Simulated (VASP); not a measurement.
LuPd, 2 atoms in the cell. It takes space group Pm-3m (No. 221, cubic). Conventional cell: a = 3.297 Å, b = 3.297 Å, c = 3.297 Å, α = 90.00°, β = 90.00°, γ = 90.00°. Lu (site symmetry m-3m) has 8 Pd at 2.86 Å and 6 Lu at 3.30 Å within 3.8 Å. Pd (site symmetry m-3m) has 8 Lu at 2.86 Å and 6 Pd at 3.30 Å within 3.8 Å. 

- Program: VASP 6.6.1
- Task: single point
- Functional: LDA
- Potentials or basis: VASP PAW PBE potentials, release 64 (Lu, Pd)
- Cutoff: 520 eV
- k mesh: 6 × 6 × 6
- Occupations: fermi-dirac, width 0.1 eV
- Spin: no spin polarisation
- Dipole correction: no
- Further INCAR settings: ALGO = Normal; EDIFF = 1e-06; NBANDS = 24

Potentials or basis: VASP PAW PBE potentials, release 64 (Lu, Pd).

Command:

```bash
$ cat potpaw_PBE.64/Lu/POTCAR potpaw_PBE.64/Pd/POTCAR > POTCAR
$ mpirun -np 1 vasp_std > vasp.out
```

Hardware: 1 thread of Intel Xeon 8259CL, on a shared host.

Question: Estimate the wall time of this run.

Answer: Run time: 30 s on 1 thread of Intel Xeon 8259CL (shared host), peak memory 0.16 GiB. Counts: scf iterations 13, k points 20.
